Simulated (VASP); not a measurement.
# CuO (Cccm) in VASP: settings compared, part 2 of 2

VASP 6.6.1. Earlier steps stand in the parts before.

## (3) Single point, LDA

This run uses another cell than the first one, of 10.28 Å³/atom, 0.918 times its volume.

Input file INCAR:

```
ALGO     = Normal         # electronic algorithm
EDIFF    = 1E-6           # SCF threshold, eV
ENCUT    = 520            # plane-wave cutoff, eV
GGA      = CA             # functional
ISIF     = 2              # what is computed and relaxed
ISMEAR   = -1             # smearing method
LASPH    = True           # aspherical terms in the spheres
LCHARG   = False          # write CHGCAR
LREAL    = False          # projectors in reciprocal space
LWAVE    = False          # write WAVECAR
NBANDS   = 25             # bands
NELM     = 100            # most SCF steps
PREC     = Accurate       # precision mode
SIGMA    = 0.05           # smearing width, eV
```

Input file KPOINTS:

```
k-points
0
Gamma
  7 7 4
```

Input file POSCAR:

```
CuO
1.0
    2.0127085132     -2.0234827977      0.0000000000
    2.0127085132      2.0234827977      0.0000000000
    0.0000000000      0.0000000000      5.0473890505
Cu O
2 2
Direct
    0.5000000000      0.0000000000      0.0000000000
    0.0000000000      0.5000000000      0.5000000000
    0.5000000000      0.5000000000      0.2500000000
    0.5000000000      0.5000000000      0.7500000000
```

Potentials or basis: VASP PAW LDA potentials, release 64 (Cu, O).

Command:

```console
cat potpaw_LDA.64/Cu/POTCAR potpaw_LDA.64/O/POTCAR > POTCAR
mpirun -np 1 vasp_std > vasp.out
```

OUTCAR:

```text
EDIFF = 1E-6
   ENCUT = 520
   GGA = CA
   ISIF = 2
   ISMEAR = -1
   LASPH = True
   LREAL = False
   NELM = 100
   PREC = Accurate

 ion  position               nearest neighbor table
   1  0.500  0.000  0.000-   3 1.90   4 1.90   3 1.90   4 1.90
   2  0.000  0.500  0.500-   3 1.90   4 1.90   3 1.90   4 1.90
   3  0.500  0.500  0.250-   1 1.90   2 1.90   1 1.90   2 1.90
   4  0.500  0.500  0.750-   1 1.90   2 1.90   1 1.90   2 1.90

  LATTYP: Found a base centered orthorhombic cell.
 ALAT       =     4.0254170264
 B/A-ratio  =     1.0053531271
 C/A-ratio  =     1.2538797887

  Lattice vectors:

 A1 = (   2.0127085132,  -2.0234827977,   0.0000000000)
 A2 = (   2.0127085132,   2.0234827977,   0.0000000000)
 A3 = (   0.0000000000,   0.0000000000,   5.0473890505)

Analysis of symmetry for initial positions (statically):
=====================================================================
 Subroutine PRICEL returns:
 Original cell was already a primitive cell.

 Routine SETGRP: Setting up the symmetry group for a
 base centered orthorhombic supercell.

 Subroutine GETGRP returns: Found  8 space group operations
 (whereof  4 operations were pure point group operations)
 out of a pool of  8 trial point group operations.

The static configuration has the point symmetry C_2h.
 The point group associated with its full space group is D_2h.

Analysis of symmetry for dynamics (positions and initial velocities):
=====================================================================
 Subroutine PRICEL returns:
 Original cell was already a primitive cell.

 Routine SETGRP: Setting up the symmetry group for a
 base centered orthorhombic supercell.

 Subroutine GETGRP returns: Found  8 space group operations
 (whereof  4 operations were pure point group operations)
 out of a pool of  8 trial point group operations.

The dynamic configuration has the point symmetry C_2h.
 The point group associated with its full space group is D_2h.

 Subroutine INISYM returns: Found  8 space group operations
 (whereof  4 operations are pure point group operations),
 and found     1 'primitive' translations

----------------------------------------------------------------------------------------

                                     Primitive cell

  volume of cell :      41.1128

  direct lattice vectors                    reciprocal lattice vectors
     2.012708513 -2.023482798  0.000000000     0.248421466 -0.247098715  0.000000000
     2.012708513  2.023482798  0.000000000     0.248421466  0.247098715  0.000000000
     0.000000000  0.000000000  5.047389050     0.000000000  0.000000000  0.198122235

  length of vectors
     2.854028415  2.854028415  5.047389050     0.350386929  0.350386929  0.198122235

  position of ions in fractional coordinates (direct lattice)
     0.500000000  0.000000000  0.000000000
     0.000000000  0.500000000  0.500000000
     0.500000000  0.500000000  0.250000000
     0.500000000  0.500000000  0.750000000

  ion indices of the primitive-cell ions
   primitive index   ion index
[... 22 lines left out ...]

  Shift w.r.t. Gamma in fractional coordinates (k-lattice)
     0.000000000  0.000000000  0.000000000

 Subroutine IBZKPT returns following result:
 ===========================================

 Found     48 irreducible k-points:

 Following reciprocal coordinates:
            Coordinates               Weight
  0.000000  0.000000  0.000000      1.000000
  0.142857 -0.000000  0.000000      4.000000
  0.285714  0.000000  0.000000      4.000000
  0.428571 -0.000000  0.000000      4.000000
  0.142857  0.142857  0.000000      2.000000
  0.285714  0.142857  0.000000      4.000000
[... 16 lines left out ...]
  0.428571  0.142857  0.250000      8.000000
 -0.428571  0.142857  0.250000      8.000000
 [... further k-points ...]
   k-points           NKPTS =     48   k-points in BZ     NKDIM =     48   number of bands    NBANDS=     25
   number of dos      NEDOS =    301   number of ions     NIONS =      4
   total plane-waves  NPLWV =  23040
   dimension x,y,z NGX =    24 NGY =   24 NGZ =   40
   dimension x,y,z NGXF=    48 NGYF=   48 NGZF=   80
   ions per type =               2   2
   NGX,Y,Z   is equivalent  to a cutoff of  13.98, 13.98, 13.17 a.u.
   NGXF,Y,Z  is equivalent  to a cutoff of  27.96, 27.96, 26.35 a.u.
 SYSTEM =  unknown system
   PREC   = accura    normal or accurate (medium, high low for compatibility)
   ISTART =      0    job   : 0-new  1-cont  2-samecut
   ICHARG =      2    charge: 1-file 2-atom 10-const
   ISPIN  =      1    spin polarized calculation?
   LNONCOLLINEAR =      F non collinear calculations
   LSORBIT =      F    spin-orbit coupling
   LASPH  =      T    aspherical Exc in radial PAW
   ENCUT  =  520.0 eV  38.22 Ry    6.18 a.u.   5.31  5.31  9.38*2*pi/ulx,y,z
   NELM   =    100;   NELMIN=  2; NELMDL= -5     # of ELM steps
   EDIFF  = 0.1E-05   stopping-criterion for ELM
   LREAL  =      F    real-space projection
   EDIFFG = 0.1E-04   stopping-criterion for IOM
   NSW    =      0    number of steps for IOM
   IBRION =     -1    ionic relax: 0-MD 1-quasi-New 2-CG
   NFREE  =      0    steps in history (QN), initial steepest desc. (CG)
   ISIF   =      2    stress and relaxation
   ISYM   =      2    0-nonsym 1-usesym 2-fastsym
   POTIM  = 0.5000    time-step for ionic-motion
   TEBEG  =    0.0;   TEEND  =   0.0 temperature during run
   PSTRESS=    0.0 pullay stress
   NELECT =      34.0000    total number of electrons
   NUPDOWN=      -1.0000    fix difference up-down
   EMIN   =  10.00;   EMAX   =-10.00  energy-range for DOS
   EFERMI =   0.00;   METHOD = LEGACY
   ISMEAR =    -1;   SIGMA  =   0.05  broadening in eV -4-tet -1-fermi 0-gaus
   EFERMI_NEDOS =   21; number of points for ismear=-14 and -15
   IALGO  =     38    algorithm
   IMIX   =      4    mixing-type and parameters
     AMIX     =   0.40;   BMIX     =  1.00
     AMIX_MAG =   1.60;   BMIX_MAG =  1.00
  volume/ion in A,a.u.               =      10.28        69.36
  Fermi-wavevector in a.u.,A,eV,Ry     =   1.536652  2.903850 32.127411  2.361298
  Thomas-Fermi vector in A             =   2.643270
   LORBIT       =      0    0 simple, 1 ext, 2 COOP (PROOUT), +10 PAW based schemes
   GGA     = CA    functional components
   LHFCALC =     F    Hartree Fock is set to
   AEXX    =    0.0000 exact exchange contribution
   IVDW    =     0    specifies the selected vdW correction
   LEPSILON=     F    determine dielectric tensor
   LRPA    =     F    only Hartree local field effects (RPA)
 non-spin polarized calculation
  energy-cutoff  :      520.00
  volume of cell :       41.11
 maximum number of plane-waves:      1138
 NGX is ok and might be reduce to    24
   NGX = 11   NGY = 11   NGZ = 19

 number of electron      33.9999976 magnetization

 Free energy of the ion-electron system (eV)
  ---------------------------------------------------
  ext. energy  EPLUGINS =         0.00000000
  ---------------------------------------------------
  free energy    TOTEN  =       -23.34136537 eV

  energy without entropy =      -23.32823472  energy(sigma->0) =      -23.33480004

 E-fermi :   5.5530     XC(G=0): -12.2659

 val. band max:        5.5235059147   @ k =   0.1429  -0.0000   0.2500
 cond. band min:       5.5662838544   @ k =   0.2857   0.1429   0.5000
 fundamental gap:      0.0427779397
 Fermi energy:         5.5529987381

 k-point     1 :       0.0000    0.0000    0.0000
  band No.  band energies     occupation
      1     -14.6352      2.00000
      2     -13.0764      2.00000
      3      -3.3741      2.00000
      4      -0.4483      2.00000
      5      -0.4365      2.00000
      6       1.3487      2.00000
[... 661 lines left out ...]
     24      19.3723      0.00000
     25      20.2598      0.00000

 [... further k-points ...]

------------------------ aborting loop because EDIFF is reached ----------------------------------------

  FORCE on cell =-STRESS in cart. coord.  units (eV):
  Direction    XX          YY          ZZ          XY          YZ          ZX
  --------------------------------------------------------------------------------------
  -------------------------------------------------------------------------------------
  Total        0.1631136      0.1462354      0.2694752      0.0000000      0.0000000      0.0000000
  in kB        6.3565808      5.6988332     10.5015228      0.0000000      0.0000000      0.0000000
  external PRESSURE =       7.5189789 kB  Pullay stress =       0.0000000 kB

 VOLUME and BASIS-vectors are now :
 -----------------------------------------------------------------------------
  energy-cutoff  :      520.00
  volume of cell :       41.11
      direct lattice vectors                 reciprocal lattice vectors
     2.012708513 -2.023482798  0.000000000     0.248421466 -0.247098715  0.000000000
     2.012708513  2.023482798  0.000000000     0.248421466  0.247098715  0.000000000
     0.000000000  0.000000000  5.047389050     0.000000000  0.000000000  0.198122235

 POSITION                                       TOTAL-FORCE (eV/Angst)
 -----------------------------------------------------------------------------------
      1.00635     -1.01174      0.00000         0.000000     -0.000000      0.000000
      1.00635      1.01174      2.52369        -0.000000     -0.000000      0.000000
      2.01271      0.00000      1.26185        -0.000000      0.000000      0.000000
      2.01271      0.00000      3.78554        -0.000000     -0.000000     -0.000000
 -----------------------------------------------------------------------------------
    total drift:                                0.000000     -0.000000     -0.000000

  FREE ENERGIE OF THE ION-ELECTRON SYSTEM (eV)
  ---------------------------------------------------
  free  energy   TOTEN  =       -23.3413653733 eV

  energy  without entropy=      -23.3282347151  energy(sigma->0) =      -23.33480004
```

Wall time 45 s (1 thread of Intel Xeon Platinum 8259CL at 2.50GHz (Skylake/Cascade Lake), shared host); peak memory 0.17 GiB.

What came out:

```yaml
Free_energy: -23.3414 eV
Pressure: 0.8 GPa
Band_gap_on_the_k_mesh: zero (band 17 reaches 6.26 eV, above the bottom of band 18 at 5.05 eV)
```

Caveat: semilocal functionals often make such compounds metallic where correlation or magnetic order opens a gap, which also shifts bond lengths. With open d or f shells a metallic result of LDA can be an artefact of self-interaction; +U or a hybrid may open a gap.

## (4) Single point, PBEsol

This run uses another cell than the first one, of 10.66 Å³/atom, 0.952 times its volume.

Input file INCAR:

```
SYSTEM = CuO
ALGO     = Normal         ! electronic algorithm
EDIFF    = 1E-7           ! SCF threshold, eV
ENCUT    = 520            ! plane-wave cutoff, eV
GGA      = PS             ! functional
ISIF     = 2              ! what is computed and relaxed
ISMEAR   = -1             ! smearing method
LASPH    = .TRUE.         ! aspherical terms in the spheres
LCHARG   = .FALSE.        ! write CHGCAR
LREAL    = .FALSE.        ! projectors in reciprocal space
LWAVE    = .FALSE.        ! write WAVECAR
NBANDS   = 25             ! bands
NELM     = 100            ! most SCF steps
PREC     = Accurate       ! precision mode
SIGMA    = 0.05           ! smearing width, eV
```

Input file KPOINTS:

```
k-points
0
G
  7 7 4
  0 0 0
```

Input file POSCAR:

```
CuO
1.0
    2.0392041407     -2.0526332158      0.0000000000
    2.0392041407      2.0526332158      0.0000000000
    0.0000000000      0.0000000000      5.0945530433
Cu O
2 2
Direct
    0.5000000000      0.0000000000      0.0000000000
    0.0000000000      0.5000000000      0.5000000000
    0.5000000000      0.5000000000      0.2500000000
    0.5000000000      0.5000000000      0.7500000000
```

Potentials or basis: VASP PAW PBE potentials, release 64 (Cu, O).

Command:

```console
cat potpaw_PBE.64/Cu/POTCAR potpaw_PBE.64/O/POTCAR > POTCAR
mpirun -np 1 vasp_std > vasp.out
```

Wall time 56 s (1 thread of Intel Xeon Platinum 8259CL at 2.50GHz (Skylake/Cascade Lake), shared host); peak memory 0.18 GiB.

The run converged. Its results:

- Free energy: -21.4941 eV
- Pressure: 0.8 GPa
- Band gap on the k mesh: zero (band 17 reaches 5.91 eV, above the bottom of band 18 at 4.74 eV)

Stress tensor (GPa, compression positive):
```
0.65 0.00 0.00
0.00 0.58 0.00
0.00 0.00 1.02
```

Levels at points of the mesh, in eV from the Fermi level:
```
           k point  band 13  band 14  band 15  band 16  band 17  band 18  band 19  band 20  band 21  band 22
(0.00, 0.00, 0.00)    -2.53    -2.50    -2.40    -2.01     0.68     0.70     1.45     6.01     7.41    13.26
(0.00, 0.00, 0.50)    -2.40    -2.40    -1.62    -1.62     0.08     0.08     3.51     3.51    11.70    11.70
```

Caveat: the PAW data sets were made with another functional, which shifts forces and pressure a little; semilocal functionals often make such compounds metallic where correlation or magnetic order opens a gap, which also shifts bond lengths. With open d or f shells a metallic result of PBEsol can be an artefact of self-interaction; +U or a hybrid may open a gap.

## (5) Summary

```tsv
level	potentials or basis	cell	k mesh	cutoff (eV)	second run	gap on the mesh (eV)	pressure (GPa)
PBE	VASP PAW PBE potentials, release 64 (Cu_sv_GW, O)	a = 2.950, b = 2.950, c = 5.149 Å, angles 90.0, 90.0, 90.1°, 4 atoms	9 × 9 × 5	700	valence_matched	none	-2.6
LDA	VASP PAW LDA potentials, release 64 (Cu, O)	a = 2.854, b = 2.854, c = 5.047 Å, angles 90.0, 90.0, 90.3°, 4 atoms	7 × 7 × 4	520	-	none	0.8
PBEsol	VASP PAW PBE potentials, release 64 (Cu, O)	a = 2.893, b = 2.893, c = 5.095 Å, angles 90.0, 90.0, 90.4°, 4 atoms	7 × 7 × 4	520	-	none	0.8
```

Alike in all rows: task single point; no spin polarisation; smearing fermi-dirac 0.05 eV.

Caveats: semilocal functionals often make such compounds metallic where correlation or magnetic order opens a gap, which also shifts bond lengths; the PAW data sets were made with another functional, which shifts forces and pressure a little (some runs).

Absolute energies hang on the potentials; compare differences alone.
